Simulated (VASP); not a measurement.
# B (Cmcm) in VASP: further runs

The runs below take B through relaxation of cell and atoms, single point, with PBE.

All numbers are computed with VASP 6.6.1; they aren't measurements. Logs are shortened: lines on timing, memory, paths and dates and some standing lists are left out, and cuts for length are marked.

## Step 1: The cell of the first run

Symmetry: Cmcm, No. 63, orthorhombic system. The conventional cell has a = 4.865 Å, b = 4.558 Å, c = 3.045 Å, α = 90.00°, β = 90.00°, γ = 90.00°. B (site symmetry m) has 3 B at 1.62 to 1.98 Å within 2.2 Å.

The cell was generated, and may not be a known phase.

## Step 2: Relaxation of cell and atoms, PBE

File INCAR:

```
SYSTEM = B
PREC     = Accurate       ! precision mode
ENCUT    = 600            ! plane-wave cutoff, eV
EDIFF    = 1E-6           ! SCF threshold, eV
ISMEAR   = 0              ! smearing method
SIGMA    = 0.1            ! smearing width, eV
LREAL    = .FALSE.        ! projectors in reciprocal space
LASPH    = .TRUE.         ! aspherical terms in the spheres
NELM     = 60             ! most SCF steps
ALGO     = Normal         ! electronic algorithm
ISIF     = 3              ! what is computed and relaxed
LWAVE    = .FALSE.        ! write WAVECAR
LCHARG   = .FALSE.        ! write CHGCAR
GGA      = PE             ! functional
IBRION   = 2              ! ionic algorithm
NSW      = 90             ! ionic steps
EDIFFG   = -0.04          ! ionic threshold
```

File KPOINTS:

```
Automatic mesh
0
G
  6 6 6
  0 0 0
```

File POSCAR:

```
B
1.0
    2.4327478100     -2.2788968000      0.0000000000
    2.4327478100      2.2788968000      0.0000000000
    0.0000000000      0.0000000000      3.0451791500
B
4
Direct
    0.2627806100      0.1435058100      0.2500000000
    0.7372193900      0.8564941900      0.7500000000
    0.8564941900      0.7372193900      0.2500000000
    0.1435058100      0.2627806100      0.7500000000
```

Potentials or basis: VASP PAW PBE potentials, release 64 (B).

Command:

```bash
$ cat potpaw_PBE.64/B/POTCAR > POTCAR
$ mpirun -np 1 vasp_std > vasp.out
```

OUTCAR:

```text
SYSTEM = B
   PREC = Accurate
   ENCUT = 600
   EDIFF = 1E-6
   ISMEAR = 0
   LREAL = .FALSE.
   LASPH = .TRUE.
   NELM = 60
   ISIF = 3
   GGA = PE
   IBRION = 2
   NSW = 90
   EDIFFG = -0.04

 ion  position               nearest neighbor table
   1  0.263  0.144  0.250-   4 1.62   4 1.62   3 1.98
   2  0.737  0.856  0.750-   3 1.62   3 1.62   4 1.98
   3  0.856  0.737  0.250-   2 1.62   2 1.62   1 1.98
   4  0.144  0.263  0.750-   1 1.62   1 1.62   2 1.98

  LATTYP: Found a base centered orthorhombic cell.
 ALAT       =     4.5577936000
 B/A-ratio  =     1.0675111791
 C/A-ratio  =     0.6681257243

  Lattice vectors:

 A1 = (  -2.4327478100,  -2.2788968000,   0.0000000000)
 A2 = (   2.4327478100,  -2.2788968000,   0.0000000000)
 A3 = (   0.0000000000,   0.0000000000,   3.0451791500)

Analysis of symmetry for initial positions (statically):
=====================================================================
 Subroutine PRICEL returns:
 Original cell was already a primitive cell.

 Routine SETGRP: Setting up the symmetry group for a
 base centered orthorhombic supercell.

 Subroutine GETGRP returns: Found  8 space group operations
 (whereof  4 operations were pure point group operations)
 out of a pool of  8 trial point group operations.

The static configuration has the point symmetry C_2h.
 The point group associated with its full space group is D_2h.

Analysis of symmetry for dynamics (positions and initial velocities):
=====================================================================
 Subroutine PRICEL returns:
 Original cell was already a primitive cell.

 Routine SETGRP: Setting up the symmetry group for a
 base centered orthorhombic supercell.

 Subroutine GETGRP returns: Found  8 space group operations
 (whereof  4 operations were pure point group operations)
 out of a pool of  8 trial point group operations.

The dynamic configuration has the point symmetry C_2h.
 The point group associated with its full space group is D_2h.

 Subroutine INISYM returns: Found  8 space group operations
 (whereof  4 operations are pure point group operations),
 and found     1 'primitive' translations

----------------------------------------------------------------------------------------

                                     Primitive cell

  volume of cell :      33.7648

  direct lattice vectors                    reciprocal lattice vectors
     2.432747810 -2.278896800  0.000000000     0.205528908 -0.219404407  0.000000000
     2.432747810  2.278896800  0.000000000     0.205528908  0.219404407  0.000000000
     0.000000000  0.000000000  3.045179150     0.000000000  0.000000000  0.328387905

  length of vectors
     3.333411546  3.333411546  3.045179150     0.300633374  0.300633374  0.328387905

  position of ions in fractional coordinates (direct lattice)
     0.262780610  0.143505810  0.250000000
     0.737219390  0.856494190  0.750000000
     0.856494190  0.737219390  0.250000000
     0.143505810  0.262780610  0.750000000

  ion indices of the primitive-cell ions
   primitive index   ion index
                 1           1
                 2           2
                 3           3
                 4           4

----------------------------------------------------------------------------------------

 KPOINTS: Automatic mesh

Automatic generation of k-mesh.
 Grid dimensions read from file:
 generate k-points for:    6    6    6

 Generating k-lattice:

  Cartesian coordinates                     Fractional coordinates (reciprocal lattice)
     0.034254818 -0.036567401  0.000000000     0.166666667 -0.000000000  0.000000000
     0.034254818  0.036567401  0.000000000    -0.000000000  0.166666667  0.000000000
     0.000000000  0.000000000  0.054731317     0.000000000  0.000000000  0.166666667

  Length of vectors
     0.050105562  0.050105562  0.054731317

  Shift w.r.t. Gamma in fractional coordinates (k-lattice)
     0.000000000  0.000000000  0.000000000

 Subroutine IBZKPT returns following result:
 ===========================================

 Found     52 irreducible k-points:

 Following reciprocal coordinates:
            Coordinates               Weight
  0.000000  0.000000  0.000000      1.000000
  0.166667  0.000000  0.000000      4.000000
  0.333333  0.000000  0.000000      4.000000
  0.500000  0.000000  0.000000      2.000000
  0.166667  0.166667  0.000000      2.000000
  0.333333  0.166667  0.000000      4.000000
[... 16 lines left out ...]
  0.333333  0.333333  0.166667      4.000000
  0.500000  0.333333  0.166667      8.000000
 [... further k-points ...]
   k-points           NKPTS =     52   k-points in BZ     NKDIM =     52   number of bands    NBANDS=     10
   number of dos      NEDOS =    301   number of ions     NIONS =      4
   total plane-waves  NPLWV =  18816
   dimension x,y,z NGX =    28 NGY =   28 NGZ =   24
   dimension x,y,z NGXF=    56 NGYF=   56 NGZF=   48
   ions per type =               4
   NGX,Y,Z   is equivalent  to a cutoff of  13.96, 13.96, 13.10 a.u.
   NGXF,Y,Z  is equivalent  to a cutoff of  27.93, 27.93, 26.20 a.u.
 SYSTEM =  B
   PREC   = accura    normal or accurate (medium, high low for compatibility)
   ISTART =      0    job   : 0-new  1-cont  2-samecut
   ICHARG =      2    charge: 1-file 2-atom 10-const
   ISPIN  =      1    spin polarized calculation?
   LNONCOLLINEAR =      F non collinear calculations
   LSORBIT =      F    spin-orbit coupling
   LASPH  =      T    aspherical Exc in radial PAW
   ENCUT  =  600.0 eV  44.10 Ry    6.64 a.u.   6.66  6.66  6.08*2*pi/ulx,y,z
   NELM   =     60;   NELMIN=  2; NELMDL= -5     # of ELM steps
   EDIFF  = 0.1E-05   stopping-criterion for ELM
   LREAL  =      F    real-space projection
   EDIFFG = -.4E-01   stopping-criterion for IOM
   NSW    =     90    number of steps for IOM
   IBRION =      2    ionic relax: 0-MD 1-quasi-New 2-CG
   NFREE  =      1    steps in history (QN), initial steepest desc. (CG)
   ISIF   =      3    stress and relaxation
   ISYM   =      2    0-nonsym 1-usesym 2-fastsym
   POTIM  = 0.5000    time-step for ionic-motion
   TEBEG  =    0.0;   TEEND  =   0.0 temperature during run
   PSTRESS=    0.0 pullay stress
   NELECT =      12.0000    total number of electrons
   NUPDOWN=      -1.0000    fix difference up-down
   EMIN   =  10.00;   EMAX   =-10.00  energy-range for DOS
   EFERMI =   0.00;   METHOD = LEGACY
   ISMEAR =     0;   SIGMA  =   0.10  broadening in eV -4-tet -1-fermi 0-gaus
   EFERMI_NEDOS =   21; number of points for ismear=-14 and -15
   IALGO  =     38    algorithm
   IMIX   =      4    mixing-type and parameters
     AMIX     =   0.40;   BMIX     =  1.00
     AMIX_MAG =   1.60;   BMIX_MAG =  1.00
  volume/ion in A,a.u.               =       8.44        56.96
  Fermi-wavevector in a.u.,A,eV,Ry     =   1.159615  2.191354 18.295840  1.344706
  Thomas-Fermi vector in A             =   2.296206
   LORBIT       =      0    0 simple, 1 ext, 2 COOP (PROOUT), +10 PAW based schemes
   GGA     = PE    functional components
   LHFCALC =     F    Hartree Fock is set to
   AEXX    =    0.0000 exact exchange contribution
   IVDW    =     0    specifies the selected vdW correction
   LEPSILON=     F    determine dielectric tensor
   LRPA    =     F    only Hartree local field effects (RPA)
 conjugate gradient relaxation of ions
 non-spin polarized calculation
 Gauss-broadening in eV      SIGMA  =   0.10
  energy-cutoff  :      600.00
  volume of cell :       33.76
 maximum number of plane-waves:      1144
 NGX is ok and might be reduce to    28
   NGX = 13   NGY = 13   NGZ = 13

--------------------------------------- Ionic step        1  -------------------------------------------

 number of electron      12.0000000 magnetization

 Free energy of the ion-electron system (eV)
  ---------------------------------------------------
  ext. energy  EPLUGINS =         0.00000000
  ---------------------------------------------------
  free energy    TOTEN  =       -22.88213335 eV

  energy without entropy =      -22.87576616  energy(sigma->0) =      -22.87894976

------------------------ aborting loop because EDIFF is reached ----------------------------------------

  FORCE on cell =-STRESS in cart. coord.  units (eV):
  Direction    XX          YY          ZZ          XY          YZ          ZX
  --------------------------------------------------------------------------------------
  -------------------------------------------------------------------------------------
  Total        0.6883442     -4.0012604      1.2566469      0.0000000      0.0000000      0.0000000
  in kB       32.6626662   -189.8640809     59.6292365      0.0000000      0.0000000      0.0000000
  external PRESSURE =     -32.5240594 kB  Pullay stress =       0.0000000 kB
[... 95 lines left out ...]
  FREE ENERGIE OF THE ION-ELECTRON SYSTEM (eV)
  ---------------------------------------------------
  free  energy   TOTEN  =       -23.2026594744 eV

  energy  without entropy=      -23.1958118421  energy(sigma->0) =      -23.19923566

[... ionic steps 4 to 18 ...]

--------------------------------------- Ionic step       19  -------------------------------------------

 number of electron      12.0000000 magnetization

------------------------ aborting loop because EDIFF is reached ----------------------------------------
[... 71 lines left out ...]
--------------------------------------- Ionic step       21  -------------------------------------------

 number of electron      12.0000000 magnetization

 Free energy of the ion-electron system (eV)
  ---------------------------------------------------
  ext. energy  EPLUGINS =         0.00000000
  ---------------------------------------------------
  free energy    TOTEN  =       -25.72595371 eV

  energy without entropy =      -25.72506165  energy(sigma->0) =      -25.72550768

 E-fermi :   8.2766     XC(G=0): -12.1864

 val. band max:        8.1292392764   @ k =   0.5000   0.1667   0.0000
 cond. band min:       8.2832477386   @ k =   0.5000   0.5000   0.0000
 fundamental gap:      0.1540084622
 Fermi energy:         8.2766309363

 k-point     1 :       0.0000    0.0000    0.0000
  band No.  band energies     occupation
      1      -9.1952      2.00000
      2       1.0571      2.00000
      3       3.0140      2.00000
      4       3.8617      2.00000
      5       4.4795      2.00000
      6       6.6872      2.00000
      7       8.8575      0.00000
      8      10.9637      0.00000
      9      11.2466      0.00000
     10      13.8706      0.00000
[... 287 lines left out ...]
 k-point    24 :       0.5000    0.3333    0.1667
  band No.  band energies     occupation
      1      -5.9866      2.00000
      2      -3.0298      2.00000
      3      -0.5953      2.00000
      4       1.8455      2.00000
      5       4.1906      2.00000
      6       5.7245      2.00000
      7       9.9330      0.00000
      8      12.6376      0.00000
      9      13.2671      0.00000
     10      15.8826      0.00000

 [... further k-points ...]

------------------------ aborting loop because EDIFF is reached ----------------------------------------

  FORCE on cell =-STRESS in cart. coord.  units (eV):
  Direction    XX          YY          ZZ          XY          YZ          ZX
  --------------------------------------------------------------------------------------
  -------------------------------------------------------------------------------------
  Total        0.0289777     -0.0369796     -0.0562446      0.0000000     -0.0000000      0.0000000
  in kB        1.7617687     -2.2482651     -3.4195266      0.0000000     -0.0000000      0.0000000
  external PRESSURE =      -1.3020077 kB  Pullay stress =       0.0000000 kB
[... 19 lines left out ...]
  FREE ENERGIE OF THE ION-ELECTRON SYSTEM (eV)
  ---------------------------------------------------
  free  energy   TOTEN  =       -25.7259537120 eV

  energy  without entropy=      -25.7250616536  energy(sigma->0) =      -25.72550768

 reached required accuracy - stopping structural energy minimisation
```

Run time: 2.5 min. Hardware: 1 thread of Intel Xeon Platinum 8488C (Sapphire Rapids), shared host; peak memory 0.16 GiB.

Results:

- Free energy: -25.7260 eV
- Relaxed volume: 6.59 Å³/atom
- Relaxed cell: a = 3.129 Å, b = 3.129 Å, c = 2.983 Å, α = 90.00°, β = 90.00°, γ = 64.42°
- Space group after relaxing (to 0.1 Å): Cmcm (No. 63)
- Energy gained by relaxing: 711.0 meV/atom
- Ionic steps: 21
- Pressure after relaxing: -0.1 GPa
- Largest force after relaxing: 0.018 eV/Å
- Band gap on the k mesh: zero (bands 6 and 7 overlap by 0.39 eV)

Forces in eV/Å, atoms in the order of the input:
```
B    0.003  0.018  0.000
B   -0.003 -0.018  0.000
B   -0.003  0.018  0.000
B    0.003 -0.018  0.000
```

Stress tensor (GPa, compression positive):
```
 0.18  0.00  0.00
 0.00 -0.22  0.00
 0.00  0.00 -0.34
```

The path:
```tsv
step	energy change (eV)	largest force (eV/Å)	pressure (GPa)	volume (Å³)
1	0.0000	0.1821	-3.25	33.76
2	-0.2072	0.4074	-5.99	32.89
3	-0.3205	1.7738	-5.13	30.34
4	-0.4325	1.9558	-4.78	29.92
5	-0.9251	2.7462	-0.57	28.62
6	-1.7124	2.0211	20.55	25.91
7	-1.8585	1.4706	20.08	25.85
8	-1.8707	1.3341	20.37	25.82
9	-2.0670	1.1759	12.29	26.38
10	-2.3741	0.5818	-7.41	28.11
11	-2.3903	0.4353	-11.57	28.56
12	-2.4892	0.3663	-9.78	28.12
13	-2.6705	0.7361	-2.65	26.79
14	-2.6789	1.0162	1.13	26.31
15	-2.7772	0.4772	5.11	25.85
16	-2.7919	0.1230	7.51	25.66
17	-2.8370	0.1405	1.88	26.18
18	-2.8370	0.1474	1.70	26.20
19	-2.8428	0.1090	-0.15	26.34
20	-2.8428	0.1085	-0.14	26.34
21	-2.8438	0.0183	-0.13	26.35
```

Final structure:
```xyz
4
Lattice="2.6477 -1.6681 0.0000 2.6477 1.6681 0.0000 0.0000 0.0000 2.9834" Properties=species:S:1:pos:R:3 pbc="T T T"
B     0.8674   -0.5022    0.7458
B     4.4281    0.5022    2.2375
B     4.4281   -0.5022    0.7458
B     0.8674    0.5022    2.2375
```

Caveat: the volume moved by over 15 % at a fixed basis, so the end points are rough.

## Step 3: Single point, PBE

This run uses another cell than the first one, of 6.58 Å³/atom.

File INCAR:

```
ALGO = Normal
EDIFF = 1E-6
ENCUT = 520
GGA = PE
ISIF = 2
ISMEAR = 0
LASPH = True
LCHARG = False
LREAL = False
LWAVE = False
NBANDS = 14
NELM = 60
PREC = Accurate
SIGMA = 0.1
```

File KPOINTS:

```
k-points
0
Gamma
  16 16 16
```

File POSCAR:

```
B
1.0
    2.6527955502     -1.6637178889      0.0000000000
    2.6527955502      1.6637178889      0.0000000000
    0.0000000000      0.0000000000      2.9832854402
B
4
Direct
    0.3147865157      0.0118693332      0.2500000000
    0.6852134843      0.9881306668      0.7500000000
    0.9881306668      0.6852134843      0.2500000000
    0.0118693332      0.3147865157      0.7500000000
```

Potentials or basis: VASP PAW PBE potentials, release 64 (B).

Command:

```bash
$ cat potpaw_PBE.64/B/POTCAR > POTCAR
$ mpirun -np 1 vasp_std > vasp.out
```

Run time: 1.9 min. Hardware: 1 thread of Intel Xeon Platinum 8488C (Sapphire Rapids), shared host; peak memory 0.27 GiB.

The run converged. Its results:

```yaml
Free_energy: -25.7472 eV
Pressure: 0.0 GPa
Largest_force: 0.005 eV/Å
Band_gap_on_the_k_mesh: zero (bands 6 and 7 overlap by 0.64 eV)
```

Forces on the atoms (eV/Å):
```
B    0.005 -0.001  0.000
B   -0.005  0.001  0.000
B   -0.005 -0.001  0.000
B    0.005  0.001  0.000
```

Levels at points of the mesh, in eV from the Fermi level:
```
           k point  band 4  band 5  band 6  band 7  band 8  band 9
(0.00, 0.00, 0.00)   -4.51   -3.80   -1.63    0.51    2.60    2.85
(0.50, 0.00, 0.00)   -4.27   -3.32   -2.33    0.70    1.19    7.28
(0.50, 0.50, 0.00)   -6.30   -4.77   -0.05    0.38    2.42    4.42
(0.00, 0.00, 0.50)   -4.14   -1.81   -1.81    2.99    2.99    3.23
(0.50, 0.00, 0.50)  -10.08   -4.25   -4.25    3.02    3.02   10.02
(0.50, 0.50, 0.50)   -9.19   -5.45   -5.45    1.03    1.03   10.51
```

## Step 4: Relaxation of cell and atoms, PBE

This run uses another cell than the first one, of 6.59 Å³/atom.

File INCAR:

```
SYSTEM = B
ALGO = Normal
EDIFF = 1E-6
EDIFFG = -0.01
ENCUT = 600
GGA = PE
IBRION = 2
ISIF = 3
ISMEAR = 0
LASPH = .TRUE.
LCHARG = .FALSE.
LREAL = .FALSE.
LWAVE = .FALSE.
NELM = 80
NSW = 100
PREC = Accurate
SIGMA = 0.1
```

File KPOINTS:

```
k-points
0
G
  16 16 16
  0 0 0
```

File POSCAR:

```
B
1.0
    2.6486011652     -1.6675840487      0.0000000000
    2.6486011652      1.6675840487      0.0000000000
    0.0000000000      0.0000000000      2.9821656349
B
4
Direct
    0.3139450351      0.0136202937      0.2500000000
    0.6860549649      0.9863797063      0.7500000000
    0.9863797063      0.6860549649      0.2500000000
    0.0136202937      0.3139450351      0.7500000000
```

Command:

```bash
$ cat potpaw_PBE.64/B/POTCAR > POTCAR
$ mpirun -np 1 vasp_std > vasp.out
```

Wall time 5.1 min (1 thread of Intel Xeon Platinum 8488C (Sapphire Rapids), shared host); peak memory 0.29 GiB.

It converged, with:

```
Free energy                           : -25.7516 eV
Relaxed volume                        : 6.58 Å³/atom
Relaxed cell                          : a = 3.131 Å, b = 3.131 Å, c = 2.983 Å, α = 90.00°, β = 90.00°, γ = 64.18°
Space group after relaxing (to 0.1 Å) : Cmcm (No. 63)
Energy gained by relaxing             : 0.2 meV/atom
Ionic steps                           : 6
Pressure after relaxing               : 0.1 GPa
Band gap on the k mesh                : zero (bands 6 and 7 overlap by 0.64 eV)
```

The path:
```tsv
step	energy change (eV)	largest force (eV/Å)	pressure (GPa)	volume (Å³)
1	0.0000	0.0736	0.05	26.34
2	-0.0008	0.0341	-0.10	26.35
3	-0.0008	0.0396	-0.13	26.35
4	-0.0008	0.0326	-0.16	26.33
5	-0.0009	0.0051	-0.14	26.34
6	-0.0009	0.0009	0.05	26.32
```

Final structure:
```
CELL_PARAMETERS angstrom
2.65249 -1.66329 0.00000
2.65249 1.66329 0.00000
0.00000 0.00000 2.98282
ATOMIC_POSITIONS crystal
B 0.31482 0.01186 0.25000
B 0.68518 0.98814 0.75000
B 0.98814 0.68518 0.25000
B 0.01186 0.31482 0.75000
```

Levels at points of the mesh, in eV from the Fermi level:
```csv
k point,band 4,band 5,band 6,band 7,band 8,band 9
"(0.00, 0.00, 0.00)",-4.51,-3.80,-1.63,0.51,2.60,2.85
"(0.50, 0.00, 0.00)",-4.27,-3.32,-2.33,0.70,1.19,7.28
"(0.50, 0.50, 0.00)",-6.30,-4.77,-0.05,0.38,2.42,4.42
"(0.00, 0.00, 0.50)",-4.14,-1.81,-1.81,2.99,2.99,3.23
"(0.50, 0.00, 0.50)",-10.09,-4.25,-4.25,3.02,3.02,10.03
"(0.50, 0.50, 0.50)",-9.19,-5.45,-5.45,1.03,1.03,10.51
```

## Step 5: The runs side by side

| task | cell | k mesh | cutoff (eV) | gap on the mesh (eV) | pressure (GPa) | relaxed volume (Å³/atom) | largest force (eV/Å) |
| --- | --- | --- | --- | --- | --- | --- | --- |
| relaxation of cell and atoms | relaxed from a = 3.333, b = 3.333, c = 3.045 Å, angles 90.0, 90.0, 86.3°, 4 atoms, atomic positions A | 6 × 6 × 6 | 600 | none | -0.1 | 6.59 | 0.02 |
| single point | a = 3.131, b = 3.131, c = 2.983 Å, angles 90.0, 90.0, 64.2°, 4 atoms, atomic positions B | 16 × 16 × 16 | 520 | none | 0.0 | - | 0.01 |
| relaxation of cell and atoms | relaxed from a = 3.130, b = 3.130, c = 2.982 Å, angles 90.0, 90.0, 64.4°, 4 atoms, atomic positions C | 16 × 16 × 16 | 600 | none | 0.1 | 6.58 | - |

Alike in all rows: level PBE; potentials or basis VASP PAW PBE potentials, release 64 (B); no spin polarisation; smearing gaussian 0.1 eV.

Caveats: the volume moved by over 15 % at a fixed basis, so the end points are rough (at least some runs).

Absolute energies hang on the potentials; compare differences alone.

The gap in the log of VASP goes by the Fermi energy; the results here count the filled bands.